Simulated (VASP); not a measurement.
A run of VASP 6.6.1 is set up as follows.

Contents of INCAR:

```
SYSTEM = Nb
PREC = Accurate
ENCUT = 520
EDIFF = 1E-6
ISMEAR = 0
SIGMA = 0.1
LREAL = .False.
LASPH = .True.
NELM = 80
ALGO = Fast
ISIF = 2
LWAVE = .False.
LCHARG = .False.
GGA = PE
NBANDS = 12
```

The input KPOINTS:

```
regular mesh
0
Gamma
  8 8 8
  0 0 0
```

The input POSCAR:

```
Nb
1.0
   -1.6565184360      1.6565184360      1.6565184360
    1.6565184360     -1.6565184360      1.6565184360
    1.6565184360      1.6565184360     -1.6565184360
Nb
1
Direct
    0.0000000000      0.0000000000      0.0000000000
```

Potentials or basis: VASP PAW PBE potentials, release 64 (Nb_sv).

Command:

```bash
$ cat potpaw_PBE.64/Nb_sv/POTCAR > POTCAR
$ mpirun -np 1 vasp_std > vasp.out
```

Q: Predict the pressure.

A: -0.4 GPa.
